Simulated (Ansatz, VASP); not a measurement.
## SnSe2: VASP beside Ansatz

```xyz
3
Lattice="3.8251 0.0000 0.0000 -1.9126 3.3127 0.0000 0.0000 0.0000 6.2271" Properties=species:S:1:pos:R:3 pbc="T T T"
Sn    0.0000    0.0000    0.0000
Se    0.0000    2.2085    1.5759
Se    1.9126    1.1042    4.6511
```

Alike in both runs: task single point; functional HF; k mesh 6 × 6 × 4; no spin polarisation.

```csv
,VASP,Ansatz
version,VASP 6.6.1,Ansatz 0.2.0
potentials or method,"VASP PAW PBE potentials, release 64 (Sn_d, Se)","plane waves, PAW"
plane-wave cutoff (eV),400,420
occupations,"gaussian, width 0.01 eV",fixed
valence electrons in the cell,26,46
```

VASP gave:

* gap on the k mesh at the Fermi level (eV): 6.78
* pressure (GPa): 0.3
* traceless stress, the component that is largest in VASP (GPa): -1.83
* rms of the force components (eV/Å): 0.466

Q: Estimate Ansatz's values.

A: gap on the k mesh at the Fermi level (eV): 6.67; pressure (GPa): 1.3; traceless stress, the component that is largest in VASP (GPa): -1.76; rms of the force components (eV/Å): 0.413.

VASP's potentials were made for PBE, not for HF. Atom by atom the forces differ by 0.054 eV/Å (rms over components). VASP's potentials hold 26 valence electrons a cell and Ansatz's 46, so a difference there can come from the potentials and not from the codes. Ansatz's warnings: stress exchange threshold loose, stress scf threshold loose.
